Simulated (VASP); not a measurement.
# Ta2SiO3 (R-3m) in VASP: notebook

Runs on Ta2SiO3. Level: PBE. Tasks: single point, relaxation of cell and atoms.

All numbers are computed with VASP 6.6.1; they aren't measurements. Logs are shortened: lines on timing, memory, paths and dates and some standing lists are left out, and cuts for length are marked.

## 1. The cell of the first run

The structure is trigonal, space group R-3m (No. 166). Conventional cell: a = 4.820 Å, b = 4.820 Å, c = 11.323 Å, α = 90.00°, β = 90.00°, γ = 120.00°. Ta (site symmetry 3m) has 9 O at 2.72 to 2.80 Å and 3 Si at 2.82 Å and 4 Ta at 2.87 to 2.93 Å within 3.6 Å. Within 3.1 Å of Si (site symmetry -3m) lie 6 O at 2.34 Å and 6 Ta at 2.82 Å. O (site symmetry 2/m) has 2 Si at 2.34 Å and 4 O at 2.41 Å and 6 Ta at 2.72 to 2.80 Å within 3.1 Å.

The cell was built from a structure type or drawn by symmetry, and may not be a known phase.

## 2. Single point, PBE

The input, INCAR:

```
PREC = Accurate ; ENCUT = 520
EDIFF = 1E-7 ; ISMEAR = 0
SIGMA = 0.1 ; LREAL = False
LASPH = True ; NELM = 60
ALGO = Normal ; ISIF = 2
LWAVE = False ; LCHARG = False
GGA = PE ; NBANDS = 31
```

The input, KPOINTS:

```
Automatic mesh
0
Gamma
  6 6 6
```

The input, POSCAR:

```
Ta2SiO3
1.0
    2.4098020400      1.3912998600      3.7743803900
   -2.4098020400      1.3912998600      3.7743803900
    0.0000000000     -2.7825997100      3.7743803900
Ta Si O
2 1 3
Direct
    0.6265445900      0.6265445900      0.6265445900
    0.3734554100      0.3734554100      0.3734554100
    0.0000000000      0.0000000000      0.0000000000
    0.0000000000      0.5000000000      0.0000000000
    0.5000000000      0.0000000000      0.0000000000
    0.0000000000      0.0000000000      0.5000000000
```

Potentials or basis: VASP PAW PBE potentials, release 64 (Ta_pv, Si, O).

The run is started by

```sh
$ cat potpaw_PBE.64/Ta_pv/POTCAR potpaw_PBE.64/Si/POTCAR potpaw_PBE.64/O/POTCAR > POTCAR
$ mpirun -np 1 vasp_std > vasp.out
```

OUTCAR:

```text
PREC = Accurate
   ENCUT = 520
   EDIFF = 1E-7
   ISMEAR = 0
   LREAL = False
   LASPH = True
   NELM = 60
   ISIF = 2
   GGA = PE

 ion  position               nearest neighbor table
   1  0.627  0.627  0.627-   4 2.72   5 2.72   6 2.72   3 2.82   3 2.82   3 2.82   2 2.87   2 2.93
                             2 2.93   2 2.93
   2  0.373  0.373  0.373-   4 2.72   5 2.72   6 2.72   3 2.82   3 2.82   3 2.82   1 2.87   1 2.93
                             1 2.93   1 2.93
   3  0.000  0.000  0.000-   6 2.34   6 2.34   4 2.34   5 2.34   4 2.34   5 2.34   2 2.82   1 2.82
                             2 2.82   1 2.82   2 2.82   1 2.82
   4  0.000  0.500  0.000-   3 2.34   3 2.34   1 2.72   2 2.72
   5  0.500  0.000  0.000-   3 2.34   3 2.34   1 2.72   2 2.72
   6  0.000  0.000  0.500-   3 2.34   3 2.34   1 2.72   2 2.72

  LATTYP: Found a trigonal (rhomboedric) cell.
 ALAT       =     4.6892225902
 COS(alpha) =     0.4718089548

  Lattice vectors:

 A1 = (   2.4098020400,   1.3912998600,   3.7743803900)
 A2 = (  -2.4098020400,   1.3912998600,   3.7743803900)
 A3 = (   0.0000000000,  -2.7825997100,   3.7743803900)

Analysis of symmetry for initial positions (statically):
=====================================================================
 Subroutine PRICEL returns:
 Original cell was already a primitive cell.

 Routine SETGRP: Setting up the symmetry group for a
 trigonal (rhombohedral) supercell.

 Subroutine GETGRP returns: Found 12 space group operations
 (whereof 12 operations were pure point group operations)
 out of a pool of 12 trial point group operations.

The static configuration has the point symmetry D_3d.

Analysis of symmetry for dynamics (positions and initial velocities):
=====================================================================
 Subroutine PRICEL returns:
 Original cell was already a primitive cell.

 Routine SETGRP: Setting up the symmetry group for a
 trigonal (rhombohedral) supercell.

 Subroutine GETGRP returns: Found 12 space group operations
 (whereof 12 operations were pure point group operations)
 out of a pool of 12 trial point group operations.

The dynamic configuration has the point symmetry D_3d.

 Subroutine INISYM returns: Found 12 space group operations
 (whereof 12 operations are pure point group operations),
 and found     1 'primitive' translations

----------------------------------------------------------------------------------------
[... 98 lines left out ...]
   LASPH  =      T    aspherical Exc in radial PAW
   ENCUT  =  520.0 eV  38.22 Ry    6.18 a.u.   8.72  8.72  8.72*2*pi/ulx,y,z
   NELM   =     60;   NELMIN=  2; NELMDL= -5     # of ELM steps
   EDIFF  = 0.1E-06   stopping-criterion for ELM
   LREAL  =      F    real-space projection
   EDIFFG = 0.1E-05   stopping-criterion for IOM
   NSW    =      0    number of steps for IOM
   IBRION =     -1    ionic relax: 0-MD 1-quasi-New 2-CG
   NFREE  =      0    steps in history (QN), initial steepest desc. (CG)
   ISIF   =      2    stress and relaxation
   ISYM   =      2    0-nonsym 1-usesym 2-fastsym
   POTIM  = 0.5000    time-step for ionic-motion
   TEBEG  =    0.0;   TEEND  =   0.0 temperature during run
   PSTRESS=    0.0 pullay stress
   NELECT =      44.0000    total number of electrons
   NUPDOWN=      -1.0000    fix difference up-down
   EMIN   =  10.00;   EMAX   =-10.00  energy-range for DOS
   EFERMI =   0.00;   METHOD = LEGACY
   ISMEAR =     0;   SIGMA  =   0.10  broadening in eV -4-tet -1-fermi 0-gaus
   EFERMI_NEDOS =   21; number of points for ismear=-14 and -15
   IALGO  =     38    algorithm
   IMIX   =      4    mixing-type and parameters
     AMIX     =   0.40;   BMIX     =  1.00
     AMIX_MAG =   1.60;   BMIX_MAG =  1.00
  volume/ion in A,a.u.               =      12.65        85.40
  Fermi-wavevector in a.u.,A,eV,Ry     =   1.364874  2.579239 25.346053  1.862882
  Thomas-Fermi vector in A             =   2.491152
   LORBIT       =      0    0 simple, 1 ext, 2 COOP (PROOUT), +10 PAW based schemes
   GGA     = PE    functional components
   LHFCALC =     F    Hartree Fock is set to
   AEXX    =    0.0000 exact exchange contribution
   IVDW    =     0    specifies the selected vdW correction
   LEPSILON=     F    determine dielectric tensor
   LRPA    =     F    only Hartree local field effects (RPA)
 non-spin polarized calculation
 Gauss-broadening in eV      SIGMA  =   0.10
  energy-cutoff  :      520.00
  volume of cell :       75.93
 maximum number of plane-waves:      2062
   NGX = 17   NGY = 17   NGZ = 17

 number of electron      44.0000009 magnetization

 Free energy of the ion-electron system (eV)
  ---------------------------------------------------
  ext. energy  EPLUGINS =         0.00000000
  ---------------------------------------------------
  free energy    TOTEN  =       -42.57429699 eV

  energy without entropy =      -42.53401882  energy(sigma->0) =      -42.55415790

 E-fermi :   5.8007     XC(G=0): -11.9581

 val. band max:        5.7985423447   @ k =   0.3333   0.1667   0.1667
 cond. band min:       5.8037629845   @ k =   0.3333   0.3333  -0.0000
 fundamental gap:      0.0052206398
 Fermi energy:         5.8006510776

 k-point     1 :       0.0000    0.0000    0.0000
  band No.  band energies     occupation
      1     -29.3902      2.00000
      2     -29.3200      2.00000
      3     -29.3200      2.00000
      4     -29.0138      2.00000
      5     -29.0009      2.00000
      6     -29.0009      2.00000
[... 805 lines left out ...]
     30       9.4052      0.00000
     31      10.6044      0.00000

 [... further k-points ...]
[... 5 lines left out ...]
  --------------------------------------------------------------------------------------
  -------------------------------------------------------------------------------------
  Total       -3.4611046     -3.4611046    -16.0142380      0.0000000     -0.0000000     -0.0000000
  in kB      -73.0342011    -73.0342012   -337.9230651      0.0000000     -0.0000003     -0.0000000
  external PRESSURE =    -161.3304891 kB  Pullay stress =       0.0000000 kB

 VOLUME and BASIS-vectors are now :
 -----------------------------------------------------------------------------
  energy-cutoff  :      520.00
  volume of cell :       75.93
      direct lattice vectors                 reciprocal lattice vectors
     2.409802040  1.391299860  3.774380390     0.207485923  0.119792053  0.088314716
    -2.409802040  1.391299860  3.774380390    -0.207485923  0.119792053  0.088314716
     0.000000000 -2.782599710  3.774380390     0.000000000 -0.239584107  0.088314717

 POSITION                                       TOTAL-FORCE (eV/Angst)
 -----------------------------------------------------------------------------------
      0.00000      0.00000      7.09445        -0.000000      0.000000      1.138920
      0.00000      0.00000      4.22869        -0.000000     -0.000000     -1.138920
      0.00000      0.00000      0.00000        -0.000000     -0.000000      0.000000
     -1.20490      0.69565      1.88719         0.000000     -0.000000      0.000000
      1.20490      0.69565      1.88719        -0.000000      0.000000      0.000000
      0.00000     -1.39130      1.88719        -0.000000      0.000000      0.000000
 -----------------------------------------------------------------------------------
    total drift:                               -0.000000      0.000000     -0.000000

  FREE ENERGIE OF THE ION-ELECTRON SYSTEM (eV)
  ---------------------------------------------------
  free  energy   TOTEN  =       -42.5742969857 eV

  energy  without entropy=      -42.5340188221  energy(sigma->0) =      -42.55415790
```

OSZICAR:

```text
N       E                     dE             d eps       ncg     rms          rms(c)
DAV:   1     0.354162682725E+03    0.35416E+03   -0.23788E+04  1984   0.140E+03
DAV:   2    -0.262813567963E+02   -0.38044E+03   -0.36144E+03  2267   0.384E+02
DAV:   3    -0.504064951423E+02   -0.24125E+02   -0.23476E+02  2559   0.892E+01
DAV:   4    -0.508055141410E+02   -0.39902E+00   -0.39821E+00  2246   0.118E+01
DAV:   5    -0.508128775662E+02   -0.73634E-02   -0.73604E-02  2512   0.140E+00    0.201E+01
DAV:   6    -0.512010984686E+02   -0.38822E+00   -0.13115E+02  2517   0.403E+01    0.246E+01
DAV:   7    -0.432340644798E+02    0.79670E+01   -0.33925E+01  2639   0.256E+01    0.724E+00
DAV:   8    -0.427284590976E+02    0.50561E+00   -0.23407E+00  2230   0.754E+00    0.475E+00
DAV:   9    -0.428521936738E+02   -0.12373E+00   -0.29187E+00  2651   0.584E+00    0.523E+00
DAV:  10    -0.425813992203E+02    0.27079E+00   -0.73053E-01  2472   0.266E+00    0.109E+00
DAV:  11    -0.425827456849E+02   -0.13465E-02   -0.16042E-01  2662   0.152E+00    0.997E-01
DAV:  12    -0.425748898448E+02    0.78558E-02   -0.18559E-02  2442   0.487E-01    0.323E-01
DAV:  13    -0.425743273715E+02    0.56247E-03   -0.47126E-03  2678   0.247E-01    0.740E-02
DAV:  14    -0.425743014528E+02    0.25919E-04   -0.15388E-04  2265   0.584E-02    0.237E-02
DAV:  15    -0.425742978042E+02    0.36486E-05   -0.16583E-05  2453   0.167E-02    0.534E-03
DAV:  16    -0.425742973640E+02    0.44021E-06   -0.15139E-06  2323   0.543E-03    0.545E-03
DAV:  17    -0.425742970530E+02    0.31099E-06   -0.81363E-07  1798   0.334E-03    0.919E-04
DAV:  18    -0.425742969857E+02    0.67348E-07   -0.30592E-08  1125   0.102E-03
   1 F= -.42574297E+02 E0= -.42554158E+02  d E =-.402782E-01
```

It took 1.7 min on 1 thread of AMD EPYC 9R14 (Zen 4), shared host; peak memory 0.21 GiB.

Results:

```yaml
Free_energy: -42.5743 eV
Pressure: -16.1 GPa
Largest_force: 1.139 eV/Å
Band_gap_on_the_k_mesh: zero (bands 22 and 23 overlap by 0.78 eV)
```

Forces in eV/Å, atoms in the order of the input:
```
Ta   0.000  0.000  1.139
Ta   0.000  0.000 -1.139
Si   0.000  0.000  0.000
O    0.000  0.000  0.000
O    0.000  0.000  0.000
O    0.000  0.000  0.000
```

Caveat: the cell stands under tension; spin-orbit coupling is left out, which moves the levels of the heavy elements; forces of over 1 eV/Å act on the atoms, so gaps and moduli don't describe the material at rest.

## 3. Single point, PBE

This run uses another cell than the first one, of 16.32 Å³/atom.

The input, INCAR:

```
SYSTEM = Ta2SiO3
  PREC = Accurate
  ENCUT = 520
  EDIFF = 1E-6
  ISMEAR = 0
  SIGMA = 0.1
  LREAL = .FALSE.
  LASPH = .TRUE.
  NELM = 60
  ALGO = Normal
  ISIF = 2
  LWAVE = .FALSE.
  LCHARG = .FALSE.
  GGA = PE
  NBANDS = 31
```

The input, KPOINTS:

```
Automatic mesh
0
G
  6 6 6
  0 0 0
```

The input, POSCAR:

```
Ta2SiO3
1.0
    2.4320143211      1.4041241250      4.7777386206
   -2.4320143211      1.4041241250      4.7777386206
    0.0000000000     -2.8082482438      4.7777386225
Ta Si O
2 1 3
Direct
    0.7456685360      0.7456685360      0.7456685360
    0.2543314640      0.2543314640      0.2543314640
    0.0000000000      0.0000000000      0.0000000000
    0.0000000000      0.5000000000      0.0000000000
    0.5000000000      0.0000000000      0.0000000000
    0.0000000000      0.0000000000      0.5000000000
```

Potentials or basis: VASP PAW PBE potentials, release 64 (Ta_pv, Si, O).

The run is started by

```sh
$ cat potpaw_PBE.64/Ta_pv/POTCAR potpaw_PBE.64/Si/POTCAR potpaw_PBE.64/O/POTCAR > POTCAR
$ mpirun -np 1 vasp_std > vasp.out
```

Wall time 1.8 min (1 thread of AMD EPYC 9R14 (Zen 4), shared host); peak memory 0.26 GiB.

The run converged. Its results:

| Quantity | Value |
| --- | --- |
| Free energy | -50.6040 eV |
| Pressure | 0.9 GPa |
| Largest force | 0.247 eV/Å |
| Band gap on the k mesh | zero (bands 22 and 23 overlap by 0.28 eV) |

Forces on the atoms (eV/Å):
```
Ta   0.000  0.000 -0.247
Ta   0.000  0.000  0.247
Si   0.000  0.000  0.000
O    0.000  0.000  0.000
O    0.000  0.000  0.000
O    0.000  0.000  0.000
```

Stress tensor (GPa, compression positive):
```
0.67 0.00 0.00
0.00 0.67 0.00
0.00 0.00 1.21
```

Levels at points of the mesh, in eV from the Fermi level:
```
           k point  band 19  band 20  band 21  band 22  band 23  band 24  band 25  band 26
(0.00, 0.00, 0.00)    -2.48    -0.58    -0.58    -0.24    -0.24     0.25     0.25     0.34
(0.50, 0.00, 0.00)    -3.00    -2.56    -0.86    -0.72     1.12     1.43     1.60     1.78
(0.50, 0.50, 0.00)    -3.30    -2.75    -2.59    -0.28    -0.16     0.88     1.13     1.24
(0.50, 0.50, 0.50)    -2.74    -2.74    -2.48    -1.97     1.43     1.43     1.47     1.68
```

Caveat: spin-orbit coupling is left out, which moves the levels of the heavy elements.

[end of part 1 of 2]
